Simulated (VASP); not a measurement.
AlN:

```
CELL_PARAMETERS angstrom
3.31212 0.00000 0.00000
-1.65606 2.86838 0.00000
0.00000 0.00000 4.18756
ATOMIC_POSITIONS crystal
Al 0.33333 0.66667 0.75000
Al 0.66667 0.33333 0.25000
N 0.33333 0.66667 0.25000
N 0.66667 0.33333 0.75000
```

* Program: VASP 6.6.1
* Task: relaxation of cell and atoms
* Functional: PBEsol
* Potentials or basis: VASP PAW PBE potentials, release 64 (Al, N)
* Cutoff: 600 eV
* k mesh: 12 × 12 × 6
* Occupations: gaussian, width 0.01 eV
* Spin: no spin polarisation

At the start: pressure -3.7 GPa; volume 9.95 Å³/atom.

Problem. Where does the relaxation end?

Solution. Over 6 steps the energy falls by 2.3 meV/atom and the volume is 9.76 Å³/atom (-1.9 %); space group P6_3/mmc (No. 194, to 0.05 Å).

The path:
```csv
step,energy change (eV),largest force (eV/Å),pressure (GPa),volume (Å³)
1,0.0000,0.0000,-3.71,39.78
2,-0.0021,0.0000,3.50,38.47
3,-0.0084,0.0000,0.05,39.08
4,-0.0084,0.0000,0.13,39.06
5,-0.0090,0.0000,0.11,39.05
6,-0.0091,0.0000,0.10,39.04
```

Final structure:
```xyz
4
Lattice="3.3004 0.0000 0.0000 -1.6502 2.8583 0.0000 0.0000 0.0000 4.1381" Properties=species:S:1:pos:R:3 pbc="T T T"
Al    0.0000    1.9055    3.1035
Al    1.6502    0.9528    1.0345
N     0.0000    1.9055    1.0345
N     1.6502    0.9528    3.1035
```

Caveat: the PAW data sets were made with another functional, which shifts forces and pressure a little.
